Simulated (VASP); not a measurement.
# Al (Fm-3m) in VASP: further runs, part 2 of 2

VASP 6.6.1. The steps go on from the part before.

**3. Single point, LDA (17.25 Å³/atom)**

This run uses another cell than the first one, of 17.25 Å³/atom.

File INCAR:

```
PREC = Accurate
ENCUT = 520
EDIFF = 1E-6
ISMEAR = -1
SIGMA = 0.03
LREAL = False
LASPH = True
NELM = 100
ALGO = Normal
ISIF = 2
LWAVE = False
LCHARG = False
NBANDS = 8
```

File KPOINTS:

```
regular mesh
0
Gamma
  17 17 17
```

File POSCAR:

```
Al
1.0
    0.0000000000      2.0506143701      2.0506143701
    2.0506143701      0.0000000000      2.0506143701
    2.0506143701      2.0506143701      0.0000000000
Al
1
Direct
    0.0000000000      0.0000000000      0.0000000000
```

Potentials or basis: VASP PAW LDA potentials, release 64 (Al).

The run is started by

```sh
> cat potpaw_LDA.64/Al/POTCAR > POTCAR
> mpirun -np 1 vasp_std > vasp.out
```

OUTCAR:

```text
PREC = Accurate
   ENCUT = 520
   EDIFF = 1E-6
   ISMEAR = -1
   LREAL = False
   LASPH = True
   NELM = 100
   ISIF = 2

 ion  position               nearest neighbor table
   1  0.000  0.000  0.000-

  LATTYP: Found a face centered cubic cell.
 ALAT       =     4.1012287402

  Lattice vectors:

 A1 = (   0.0000000000,   2.0506143701,   2.0506143701)
 A2 = (   2.0506143701,   0.0000000000,   2.0506143701)
 A3 = (   2.0506143701,   2.0506143701,   0.0000000000)

Analysis of symmetry for initial positions (statically):
=====================================================================
 Subroutine PRICEL returns:
 Original cell was already a primitive cell.

 Routine SETGRP: Setting up the symmetry group for a
 face centered cubic supercell.

 Subroutine GETGRP returns: Found 48 space group operations
 (whereof 48 operations were pure point group operations)
 out of a pool of 48 trial point group operations.

The static configuration has the point symmetry O_h .

Analysis of symmetry for dynamics (positions and initial velocities):
=====================================================================
 Subroutine PRICEL returns:
 Original cell was already a primitive cell.

 Routine SETGRP: Setting up the symmetry group for a
 face centered cubic supercell.

 Subroutine GETGRP returns: Found 48 space group operations
 (whereof 48 operations were pure point group operations)
 out of a pool of 48 trial point group operations.

The dynamic configuration has the point symmetry O_h .

 Subroutine INISYM returns: Found 48 space group operations
 (whereof 48 operations are pure point group operations),
 and found     1 'primitive' translations

----------------------------------------------------------------------------------------

                                     Primitive cell

  volume of cell :      17.2457

  direct lattice vectors                    reciprocal lattice vectors
     0.000000000  2.050614370  2.050614370    -0.243829365  0.243829365  0.243829365
     2.050614370  0.000000000  2.050614370     0.243829365 -0.243829365  0.243829365
     2.050614370  2.050614370  0.000000000     0.243829365  0.243829365 -0.243829365

  length of vectors
     2.900006653  2.900006653  2.900006653     0.422324849  0.422324849  0.422324849

  position of ions in fractional coordinates (direct lattice)
     0.000000000  0.000000000  0.000000000

  ion indices of the primitive-cell ions
   primitive index   ion index
                 1           1

----------------------------------------------------------------------------------------

 KPOINTS: regular mesh

Automatic generation of k-mesh.
 Grid dimensions read from file:
 generate k-points for:   17   17   17

 Generating k-lattice:

  Cartesian coordinates                     Fractional coordinates (reciprocal lattice)
    -0.014342904  0.014342904  0.014342904     0.058823529  0.000000000  0.000000000
     0.014342904 -0.014342904  0.014342904     0.000000000  0.058823529  0.000000000
     0.014342904  0.014342904 -0.014342904     0.000000000  0.000000000  0.058823529

  Length of vectors
     0.024842638  0.024842638  0.024842638

  Shift w.r.t. Gamma in fractional coordinates (k-lattice)
     0.000000000  0.000000000  0.000000000

 Subroutine IBZKPT returns following result:
 ===========================================

 Found    165 irreducible k-points:

 Following reciprocal coordinates:
            Coordinates               Weight
  0.000000  0.000000  0.000000      1.000000
  0.058824  0.000000  0.000000      8.000000
  0.117647  0.000000  0.000000      8.000000
  0.176471  0.000000  0.000000      8.000000
  0.235294  0.000000  0.000000      8.000000
  0.294118  0.000000  0.000000      8.000000
[... 16 lines left out ...]
 -0.176471  0.058824  0.000000     24.000000
 -0.117647  0.058824  0.000000     24.000000
 [... further k-points ...]
   k-points           NKPTS =    165   k-points in BZ     NKDIM =    165   number of bands    NBANDS=      8
   number of dos      NEDOS =    301   number of ions     NIONS =      1
   total plane-waves  NPLWV =  13824
   dimension x,y,z NGX =    24 NGY =   24 NGZ =   24
   dimension x,y,z NGXF=    48 NGYF=   48 NGZF=   48
   ions per type =               1
   NGX,Y,Z   is equivalent  to a cutoff of  13.76, 13.76, 13.76 a.u.
   NGXF,Y,Z  is equivalent  to a cutoff of  27.52, 27.52, 27.52 a.u.
 SYSTEM =  unknown system
   PREC   = accura    normal or accurate (medium, high low for compatibility)
   ISTART =      0    job   : 0-new  1-cont  2-samecut
   ICHARG =      2    charge: 1-file 2-atom 10-const
   ISPIN  =      1    spin polarized calculation?
   LNONCOLLINEAR =      F non collinear calculations
   LSORBIT =      F    spin-orbit coupling
   LASPH  =      T    aspherical Exc in radial PAW
   ENCUT  =  520.0 eV  38.22 Ry    6.18 a.u.   5.39  5.39  5.39*2*pi/ulx,y,z
   NELM   =    100;   NELMIN=  2; NELMDL= -5     # of ELM steps
   EDIFF  = 0.1E-05   stopping-criterion for ELM
   LREAL  =      F    real-space projection
[... 7 lines left out ...]
   TEBEG  =    0.0;   TEEND  =   0.0 temperature during run
   PSTRESS=    0.0 pullay stress
   NELECT =       3.0000    total number of electrons
   NUPDOWN=      -1.0000    fix difference up-down
   EMIN   =  10.00;   EMAX   =-10.00  energy-range for DOS
   EFERMI =   0.00;   METHOD = LEGACY
   ISMEAR =    -1;   SIGMA  =   0.03  broadening in eV -4-tet -1-fermi 0-gaus
   EFERMI_NEDOS =   21; number of points for ismear=-14 and -15
   IALGO  =     38    algorithm
   IMIX   =      4    mixing-type and parameters
     AMIX     =   0.40;   BMIX     =  1.00
     AMIX_MAG =   1.60;   BMIX_MAG =  1.00
  volume/ion in A,a.u.               =      17.25       116.38
  Fermi-wavevector in a.u.,A,eV,Ry     =   0.913877  1.726978 11.363203  0.835172
  Thomas-Fermi vector in A             =   2.038440
   LORBIT       =      0    0 simple, 1 ext, 2 COOP (PROOUT), +10 PAW based schemes
   GGA     = CA    functional components
   LHFCALC =     F    Hartree Fock is set to
   AEXX    =    0.0000 exact exchange contribution
   IVDW    =     0    specifies the selected vdW correction
   LEPSILON=     F    determine dielectric tensor
   LRPA    =     F    only Hartree local field effects (RPA)
 non-spin polarized calculation
  energy-cutoff  :      520.00
  volume of cell :       17.25
 maximum number of plane-waves:       483
 NGX is ok and might be reduce to    24
   NGX = 11   NGY = 11   NGZ = 11

 number of electron       3.0000000 magnetization

 Free energy of the ion-electron system (eV)
  ---------------------------------------------------
  ext. energy  EPLUGINS =         0.00000000
  ---------------------------------------------------
  free energy    TOTEN  =        -4.16533249 eV

  energy without entropy =       -4.16380139  energy(sigma->0) =       -4.16456694

 E-fermi :   7.3334     XC(G=0): -10.1813

 val. band max:        7.3083077079   @ k =  -0.4118   0.3529   0.1765
 cond. band min:       7.3460966644   @ k =  -0.3529   0.4706   0.1765
 fundamental gap:      0.0377889565
 Fermi energy:         7.3333588170

 k-point     1 :       0.0000    0.0000    0.0000
  band No.  band energies     occupation
      1      -3.4590      2.00000
      2      19.6755      0.00000
      3      19.6755      0.00000
      4      19.6755      0.00000
      5      20.6643      0.00000
      6      20.6643      0.00000
      7      20.6643      0.00000
      8      23.6365      0.00000

 k-point     2 :       0.0588    0.0000    0.0000
  band No.  band energies     occupation
      1      -3.3679      2.00000
      2      17.9833      0.00000
      3      19.2502      0.00000
      4      19.2502      0.00000
      5      21.2244      0.00000
      6      21.2244      0.00000
      7      21.4116      0.00000
      8      24.5229      0.00000
[... 221 lines left out ...]
 k-point    23 :      -0.1765    0.0588    0.0000
  band No.  band energies     occupation
      1      -2.3693      2.00000
      2      12.7139      0.00000
      3      16.3951      0.00000
      4      19.2900      0.00000
      5      21.3986      0.00000
      6      21.9178      0.00000
      7      22.9029      0.00000
      8      23.3423      0.00000

 k-point    24 :      -0.1176    0.0588    0.0000
  band No.  band energies     occupation
      1      -2.8829      2.00000
      2      14.9462      0.00000
      3      16.8433      0.00000
      4      19.6786      0.00000
      5      21.4171      0.00000
      6      21.9856      0.00000
      7      23.1974      0.00000
      8      23.3186      0.00000

 [... further k-points ...]

------------------------ aborting loop because EDIFF is reached ----------------------------------------

  FORCE on cell =-STRESS in cart. coord.  units (eV):
  Direction    XX          YY          ZZ          XY          YZ          ZX
  --------------------------------------------------------------------------------------
  -------------------------------------------------------------------------------------
  Total       -0.6449505     -0.6449505     -0.6449505      0.0000000     -0.0000000      0.0000000
  in kB      -59.9176748    -59.9176748    -59.9176748      0.0000000     -0.0000000      0.0000000
  external PRESSURE =     -59.9176748 kB  Pullay stress =       0.0000000 kB

 VOLUME and BASIS-vectors are now :
 -----------------------------------------------------------------------------
  energy-cutoff  :      520.00
  volume of cell :       17.25
      direct lattice vectors                 reciprocal lattice vectors
     0.000000000  2.050614370  2.050614370    -0.243829365  0.243829365  0.243829365
     2.050614370  0.000000000  2.050614370     0.243829365 -0.243829365  0.243829365
     2.050614370  2.050614370  0.000000000     0.243829365  0.243829365 -0.243829365

 POSITION                                       TOTAL-FORCE (eV/Angst)
 -----------------------------------------------------------------------------------
      0.00000      0.00000      0.00000         0.000000     -0.000000     -0.000000
 -----------------------------------------------------------------------------------
    total drift:                                0.000000     -0.000000     -0.000000

  FREE ENERGIE OF THE ION-ELECTRON SYSTEM (eV)
  ---------------------------------------------------
  free  energy   TOTEN  =        -4.1653324857 eV

  energy  without entropy=       -4.1638013867  energy(sigma->0) =       -4.16456694
```

OSZICAR:

```text
N       E                     dE             d eps       ncg     rms          rms(c)
DAV:   1    -0.280546829547E+01   -0.28055E+01   -0.90204E+02  2672   0.207E+02
DAV:   2    -0.418661127623E+01   -0.13811E+01   -0.13490E+01  3640   0.185E+01
DAV:   3    -0.419346847581E+01   -0.68572E-02   -0.68520E-02  3336   0.148E+00
DAV:   4    -0.419348143935E+01   -0.12964E-04   -0.12965E-04  4136   0.608E-02
DAV:   5    -0.419348145711E+01   -0.17760E-07   -0.16624E-07  3400   0.121E-03    0.128E+00
DAV:   6    -0.417633642934E+01    0.17145E-01   -0.29829E-03  3432   0.214E-01    0.724E-01
DAV:   7    -0.416535621029E+01    0.10980E-01   -0.73844E-03  3384   0.330E-01    0.150E-01
DAV:   8    -0.416533266483E+01    0.23545E-04   -0.19870E-05  3952   0.301E-02    0.138E-02
DAV:   9    -0.416533248570E+01    0.17913E-06   -0.13470E-07  3544   0.166E-03
   1 F= -.41653325E+01 E0= -.41645669E+01  d E =-.153110E-02
```

stdout:

```text
POSCAR found type information on POSCAR Al
 POSCAR found :  1 types and       1 ions
 scaLAPACK will be used
 LDA part: xc-table for (Slater(with rela. corr.)+CA(PZ))
 , standard interpolation
 POSCAR, INCAR and KPOINTS ok, starting setup
 FFT: planning ... GRIDC
 FFT: planning ... GRID_SOFT
 FFT: planning ... GRID
 WAVECAR not read
 entering main loop
```

Run time: 15 s. Hardware: 1 thread of Intel Xeon 8259CL, shared host; peak memory 0.13 GiB.

Results:

```yaml
Free_energy: -4.1653 eV
Pressure: -6.0 GPa
Band_gap_on_the_k_mesh: zero (an odd number of electrons rules out a gap without spin polarisation)
```

Levels at points of the mesh, in eV from the Fermi level:
| k point | band 1 | band 2 | band 3 | band 4 | band 5 |
| --- | --- | --- | --- | --- | --- |
| (0.00, 0.00, 0.00) | -10.79 | 12.34 | 12.34 | 12.34 | 13.33 |

Caveat: the cell stands under tension.

**4. Single point, LDA (17.58 Å³/atom)**

This run uses another cell than the first one, of 17.58 Å³/atom.

INCAR is that of step 3.

KPOINTS is that of step 3.

File POSCAR:

```
Al
1.0
    0.0000000000      2.0636759603      2.0636759603
    2.0636759603      0.0000000000      2.0636759603
    2.0636759603      2.0636759603      0.0000000000
Al
1
Direct
    0.0000000000      0.0000000000      0.0000000000
```

The run is started by

```sh
> cat potpaw_LDA.64/Al/POTCAR > POTCAR
> mpirun -np 1 vasp_std > vasp.out
```

It took 15 s on 1 thread of Intel Xeon 8259CL, shared host; peak memory 0.13 GiB.

The run converged. Its results:

| Quantity | Value |
| --- | --- |
| Free energy | -4.1519 eV |
| Pressure | -7.0 GPa |
| Band gap on the k mesh | zero (an odd number of electrons rules out a gap without spin polarisation) |

Levels at points of the mesh, in eV from the Fermi level:
```tsv
k point	band 1	band 2	band 3	band 4
(0.00, 0.00, 0.00)	-10.66	12.24	12.24	12.24
```

Caveat: the cell stands under tension.

**5. Summary**

| cell | gap on the mesh (eV) | pressure (GPa) |
| --- | --- | --- |
| a = 2.881 Å, angles 60.0°, 1 atom | none | -4.9 |
| a = 2.900 Å, angles 60.0°, 1 atom | none | -6.0 |
| a = 2.918 Å, angles 60.0°, 1 atom | none | -7.0 |

Alike in all rows: task single point; level LDA; potentials or basis VASP PAW LDA potentials, release 64 (Al); no spin polarisation; k mesh 17 × 17 × 17; cutoff (eV) 520; smearing fermi-dirac 0.03 eV.

Caveats: the cell stands under tension.

Absolute energies hang on the potentials; compare differences alone.
